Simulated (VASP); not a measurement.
# Ge2N (R-3m) in VASP: notebook

Aim: see how the results for Ge2N move with the level of theory and the settings. Levels: PBE, PBE+D4. Tasks: single point, relaxation of cell and atoms.

All numbers are computed with VASP 6.6.1; they aren't measurements. Logs are shortened: lines on timing, memory, paths and dates and some standing lists are left out, and cuts for length are marked.

### 1 The cell of the first run

It takes space group R-3m (No. 166, trigonal). Conventional cell: a = 3.117 Å, b = 3.117 Å, c = 16.046 Å, α = 90.00°, β = 90.00°, γ = 120.00°. Within 2.8 Å of Ge (site symmetry 3m) lie 3 N at 2.15 Å. N (site symmetry -3m) has 6 Ge at 2.15 Å within 2.8 Å.

The cell was generated, and may not be a known phase.

### 2 Single point, PBE

The input, INCAR:

```
SYSTEM = Ge2N
PREC = Accurate ; ENCUT = 520
EDIFF = 1E-6 ; ISMEAR = 0
SIGMA = 0.1 ; LREAL = .False.
LASPH = .True. ; NELM = 80
ALGO = Normal ; ISIF = 2
LWAVE = .False. ; LCHARG = .True.
GGA = PE ; LELF = .True.
LVHAR = .True. ; NBANDS = 24
```

The input, KPOINTS:

```
Automatic mesh
0
Gamma
  6 6 6
  0 0 0
```

The input, POSCAR:

```
Ge2N
1.0
    1.5583398300      0.8997079200      5.3487770000
   -1.5583398300      0.8997079200      5.3487770000
    0.0000000000     -1.7994158400      5.3487770000
Ge N
2 1
Direct
    0.2598655200      0.2598655200      0.2598655200
    0.7401344800      0.7401344800      0.7401344800
    0.0000000000      0.0000000000      0.0000000000
```

Potentials or basis: VASP PAW PBE potentials, release 64 (Ge_d, N).

The run is started by

```
$ cat potpaw_PBE.64/Ge_d/POTCAR potpaw_PBE.64/N/POTCAR > POTCAR
$ mpirun -np 1 vasp_std > vasp.out
```

OUTCAR:

```text
SYSTEM = Ge2N
   PREC = Accurate
   ENCUT = 520
   EDIFF = 1E-6
   ISMEAR = 0
   LREAL = .False.
   LASPH = .True.
   NELM = 80
   ISIF = 2
   GGA = PE

 ion  position               nearest neighbor table
   1  0.260  0.260  0.260-   3 2.15   3 2.15   3 2.15
   2  0.740  0.740  0.740-   3 2.15   3 2.15   3 2.15
   3  0.000  0.000  0.000-   2 2.15   1 2.15   2 2.15   2 2.15   1 2.15   1 2.15

  LATTYP: Found a trigonal (rhomboedric) cell.
 ALAT       =     5.6433423397
 COS(alpha) =     0.8474958913

  Lattice vectors:

 A1 = (   1.5583398300,   0.8997079200,   5.3487770000)
 A2 = (  -1.5583398300,   0.8997079200,   5.3487770000)
 A3 = (   0.0000000000,  -1.7994158400,   5.3487770000)

Analysis of symmetry for initial positions (statically):
=====================================================================
 Subroutine PRICEL returns:
 Original cell was already a primitive cell.

 Routine SETGRP: Setting up the symmetry group for a
 trigonal (rhombohedral) supercell.

 Subroutine GETGRP returns: Found 12 space group operations
 (whereof 12 operations were pure point group operations)
 out of a pool of 12 trial point group operations.

The static configuration has the point symmetry D_3d.

Analysis of symmetry for dynamics (positions and initial velocities):
=====================================================================
 Subroutine PRICEL returns:
 Original cell was already a primitive cell.

 Routine SETGRP: Setting up the symmetry group for a
 trigonal (rhombohedral) supercell.

 Subroutine GETGRP returns: Found 12 space group operations
 (whereof 12 operations were pure point group operations)
 out of a pool of 12 trial point group operations.

The dynamic configuration has the point symmetry D_3d.

 Subroutine INISYM returns: Found 12 space group operations
 (whereof 12 operations are pure point group operations),
 and found     1 'primitive' translations

----------------------------------------------------------------------------------------

                                     Primitive cell

  volume of cell :      44.9955

  direct lattice vectors                    reciprocal lattice vectors
     1.558339830  0.899707920  5.348777000     0.320854277  0.185245303  0.062319542
    -1.558339830  0.899707920  5.348777000    -0.320854277  0.185245303  0.062319542
     0.000000000 -1.799415840  5.348777000     0.000000000 -0.370490607  0.062319542

  length of vectors
     5.643342340  5.643342340  5.643342340     0.375695375  0.375695375  0.375695375

  position of ions in fractional coordinates (direct lattice)
     0.259865520  0.259865520  0.259865520
     0.740134480  0.740134480  0.740134480
     0.000000000  0.000000000  0.000000000

  ion indices of the primitive-cell ions
   primitive index   ion index
                 1           1
                 2           2
                 3           3

----------------------------------------------------------------------------------------

 KPOINTS: Automatic mesh

Automatic generation of k-mesh.
 Grid dimensions read from file:
 generate k-points for:    6    6    6

 Generating k-lattice:

  Cartesian coordinates                     Fractional coordinates (reciprocal lattice)
     0.053475713  0.030874217  0.010386590     0.166666667  0.000000000  0.000000000
    -0.053475713  0.030874217  0.010386590     0.000000000  0.166666667  0.000000000
     0.000000000 -0.061748434  0.010386590     0.000000000  0.000000000  0.166666667

  Length of vectors
     0.062615896  0.062615896  0.062615896

  Shift w.r.t. Gamma in fractional coordinates (k-lattice)
     0.000000000  0.000000000  0.000000000

 Subroutine IBZKPT returns following result:
 ===========================================

 Found     32 irreducible k-points:

 Following reciprocal coordinates:
            Coordinates               Weight
  0.000000  0.000000  0.000000      1.000000
  0.166667  0.000000  0.000000      6.000000
  0.333333  0.000000  0.000000      6.000000
  0.500000  0.000000  0.000000      3.000000
  0.166667  0.166667  0.000000      6.000000
  0.333333  0.166667  0.000000     12.000000
[... 16 lines left out ...]
  0.500000  0.500000  0.166667      6.000000
 -0.333333  0.500000  0.166667     12.000000
 [... further k-points ...]
   k-points           NKPTS =     32   k-points in BZ     NKDIM =     32   number of bands    NBANDS=     24
   number of dos      NEDOS =    301   number of ions     NIONS =      3
   total plane-waves  NPLWV =  74088
   dimension x,y,z NGX =    42 NGY =   42 NGZ =   42
   dimension x,y,z NGXF=    84 NGYF=   84 NGZF=   84
   ions per type =               2   1
   NGX,Y,Z   is equivalent  to a cutoff of  12.37, 12.37, 12.37 a.u.
   NGXF,Y,Z  is equivalent  to a cutoff of  24.75, 24.75, 24.75 a.u.
 SYSTEM =  Ge2N
   PREC   = accura    normal or accurate (medium, high low for compatibility)
   ISTART =      0    job   : 0-new  1-cont  2-samecut
   ICHARG =      2    charge: 1-file 2-atom 10-const
   ISPIN  =      1    spin polarized calculation?
   LNONCOLLINEAR =      F non collinear calculations
   LSORBIT =      F    spin-orbit coupling
   LASPH  =      T    aspherical Exc in radial PAW
   ENCUT  =  520.0 eV  38.22 Ry    6.18 a.u.  10.49 10.49 10.49*2*pi/ulx,y,z
   NELM   =     80;   NELMIN=  2; NELMDL= -5     # of ELM steps
   EDIFF  = 0.1E-05   stopping-criterion for ELM
   LREAL  =      F    real-space projection
   EDIFFG = 0.1E-04   stopping-criterion for IOM
   NSW    =      0    number of steps for IOM
   IBRION =     -1    ionic relax: 0-MD 1-quasi-New 2-CG
   NFREE  =      0    steps in history (QN), initial steepest desc. (CG)
   ISIF   =      2    stress and relaxation
   ISYM   =      2    0-nonsym 1-usesym 2-fastsym
   POTIM  = 0.5000    time-step for ionic-motion
   TEBEG  =    0.0;   TEEND  =   0.0 temperature during run
   PSTRESS=    0.0 pullay stress
   NELECT =      33.0000    total number of electrons
   NUPDOWN=      -1.0000    fix difference up-down
   EMIN   =  10.00;   EMAX   =-10.00  energy-range for DOS
   EFERMI =   0.00;   METHOD = LEGACY
   ISMEAR =     0;   SIGMA  =   0.10  broadening in eV -4-tet -1-fermi 0-gaus
   EFERMI_NEDOS =   21; number of points for ismear=-14 and -15
   IALGO  =     38    algorithm
   IMIX   =      4    mixing-type and parameters
     AMIX     =   0.40;   BMIX     =  1.00
     AMIX_MAG =   1.60;   BMIX_MAG =  1.00
  volume/ion in A,a.u.               =      15.00       101.21
  Fermi-wavevector in a.u.,A,eV,Ry     =   1.476351  2.789899 29.655430  2.179613
  Thomas-Fermi vector in A             =   2.590889
   LORBIT       =      0    0 simple, 1 ext, 2 COOP (PROOUT), +10 PAW based schemes
   GGA     = PE    functional components
   LHFCALC =     F    Hartree Fock is set to
   AEXX    =    0.0000 exact exchange contribution
   IVDW    =     0    specifies the selected vdW correction
   LEPSILON=     F    determine dielectric tensor
   LRPA    =     F    only Hartree local field effects (RPA)
 non-spin polarized calculation
 Gauss-broadening in eV      SIGMA  =   0.10
  energy-cutoff  :      520.00
  volume of cell :       45.00
 maximum number of plane-waves:      1226
 NGX is ok and might be reduce to    42
   NGX = 21   NGY = 21   NGZ = 21

 number of electron      33.0000009 magnetization

 Free energy of the ion-electron system (eV)
  ---------------------------------------------------
  ext. energy  EPLUGINS =         0.00000000
  ---------------------------------------------------
  free energy    TOTEN  =       -15.22449928 eV

  energy without entropy =      -15.21687427  energy(sigma->0) =      -15.22068678

 E-fermi :   7.0778     XC(G=0): -11.2477

 val. band max:        7.0503193954   @ k =   0.0000   0.0000   0.0000
 cond. band min:       7.0843583724   @ k =  -0.1667   0.5000   0.1667
 fundamental gap:      0.0340389770
 Fermi energy:         7.0778147949

 k-point     1 :       0.0000    0.0000    0.0000
  band No.  band energies     occupation
      1     -18.1532      2.00000
      2     -18.1532      2.00000
      3     -18.1503      2.00000
      4     -18.1419      2.00000
      5     -18.1419      2.00000
      6     -18.1414      2.00000
[... 16 lines left out ...]
     23      17.2289      0.00000
     24      18.2065      0.00000

 k-point     2 :       0.1667    0.0000    0.0000
  band No.  band energies     occupation
      1     -18.1710      2.00000
      2     -18.1558      2.00000
      3     -18.1455      2.00000
      4     -18.1365      2.00000
      5     -18.1294      2.00000
      6     -18.1285      2.00000
[... 16 lines left out ...]
     23      16.6823      0.00000
     24      18.2158      0.00000

 k-point     3 :       0.3333    0.0000    0.0000
  band No.  band energies     occupation
      1     -18.2098      2.00000
      2     -18.1666      2.00000
      3     -18.1474      2.00000
      4     -18.1434      2.00000
      5     -18.1302      2.00000
      6     -18.0982      2.00000
[... 16 lines left out ...]
     23      16.1779      0.00000
     24      17.6868      0.00000

 k-point     4 :       0.5000    0.0000    0.0000
  band No.  band energies     occupation
      1     -18.2303      2.00000
      2     -18.1717      2.00000
      3     -18.1509      2.00000
      4     -18.1506      2.00000
      5     -18.1369      2.00000
      6     -18.0878      2.00000
[... 16 lines left out ...]
     23      16.8020      0.00000
     24      16.8298      0.00000

 k-point     5 :       0.1667    0.1667    0.0000
  band No.  band energies     occupation
      1     -18.1716      2.00000
      2     -18.1557      2.00000
      3     -18.1463      2.00000
      4     -18.1366      2.00000
      5     -18.1295      2.00000
      6     -18.1295      2.00000
[... 16 lines left out ...]
     23      17.3244      0.00000
     24      18.3577      0.00000

 k-point     6 :       0.3333    0.1667    0.0000
  band No.  band energies     occupation
      1     -18.1983      2.00000
      2     -18.1618      2.00000
      3     -18.1392      2.00000
      4     -18.1330      2.00000
      5     -18.1293      2.00000
      6     -18.1264      2.00000
[... 16 lines left out ...]
     23      16.7141      0.00000
     24      18.7842      0.00000
[... 379 lines left out ...]
 k-point    21 :      -0.3333    0.3333    0.1667
  band No.  band energies     occupation
      1     -18.2285      2.00000
      2     -18.1687      2.00000
      3     -18.1495      2.00000
      4     -18.1371      2.00000
      5     -18.1294      2.00000
      6     -18.1027      2.00000
[... 16 lines left out ...]
     23      15.5239      0.00000
     24      17.9731      0.00000

 k-point    22 :      -0.1667    0.3333    0.1667
  band No.  band energies     occupation
      1     -18.2289      2.00000
      2     -18.1646      2.00000
      3     -18.1458      2.00000
      4     -18.1449      2.00000
      5     -18.1291      2.00000
      6     -18.0990      2.00000
[... 16 lines left out ...]
     23      16.5301      0.00000
     24      18.2602      0.00000

 k-point    23 :       0.5000    0.5000    0.1667
  band No.  band energies     occupation
      1     -18.2131      2.00000
      2     -18.1741      2.00000
      3     -18.1526      2.00000
      4     -18.1444      2.00000
      5     -18.1361      2.00000
      6     -18.0948      2.00000
[... 16 lines left out ...]
     23      14.2407      0.00000
     24      17.5786      0.00000

 k-point    24 :      -0.3333    0.5000    0.1667
  band No.  band energies     occupation
      1     -18.2299      2.00000
      2     -18.1709      2.00000
      3     -18.1515      2.00000
      4     -18.1404      2.00000
      5     -18.1291      2.00000
      6     -18.0998      2.00000
[... 16 lines left out ...]
     23      14.6837      0.00000
     24      17.8465      0.00000

 [... further k-points ...]

------------------------ aborting loop because EDIFF is reached ----------------------------------------

  FORCE on cell =-STRESS in cart. coord.  units (eV):
  Direction    XX          YY          ZZ          XY          YZ          ZX
  --------------------------------------------------------------------------------------
  -------------------------------------------------------------------------------------
  Total        1.7569371      1.7569371      6.6494693     -0.0000000      0.0000000      0.0000000
  in kB       62.5600853     62.5600853    236.7707846     -0.0000000      0.0000000      0.0000000
  external PRESSURE =     120.6303184 kB  Pullay stress =       0.0000000 kB

 VOLUME and BASIS-vectors are now :
 -----------------------------------------------------------------------------
  energy-cutoff  :      520.00
  volume of cell :       45.00
      direct lattice vectors                 reciprocal lattice vectors
     1.558339830  0.899707920  5.348777000     0.320854277  0.185245303  0.062319542
    -1.558339830  0.899707920  5.348777000    -0.320854277  0.185245303  0.062319542
     0.000000000 -1.799415840  5.348777000     0.000000000 -0.370490607  0.062319542

 POSITION                                       TOTAL-FORCE (eV/Angst)
 -----------------------------------------------------------------------------------
      0.00000      0.00000      4.16989        -0.000000      0.000000     -2.891788
      0.00000      0.00000     11.87644        -0.000000      0.000000      2.891788
      0.00000      0.00000      0.00000         0.000000      0.000000     -0.000000
 -----------------------------------------------------------------------------------
    total drift:                               -0.000000     -0.000000      0.000000

  FREE ENERGIE OF THE ION-ELECTRON SYSTEM (eV)
  ---------------------------------------------------
  free  energy   TOTEN  =       -15.2244992810 eV

  energy  without entropy=      -15.2168742725  energy(sigma->0) =      -15.22068678
```

Run time: 2.4 min. Hardware: 1 thread of Intel Xeon 8259CL, shared host; peak memory 0.26 GiB.

Results:

```yaml
Free_energy: -15.2245 eV
Pressure: 12.1 GPa
Largest_force: 2.892 eV/Å
Band_gap_on_the_k_mesh: zero (an odd number of electrons rules out a gap without spin polarisation)
```

Forces on the atoms (eV/Å):
```
Ge   0.000  0.000 -2.892
Ge   0.000  0.000  2.892
N    0.000  0.000  0.000
```

Caveat: the k points lie up to 0.39 Å⁻¹ apart, too coarse for converged energies and pressures of a metal; an odd number of electrons without spin polarisation forces a metal; a magnetic or distorted state may lie lower.

(Continued in part 2 of 3.)

The gap in the log of VASP goes by the Fermi energy; the results here count the filled bands.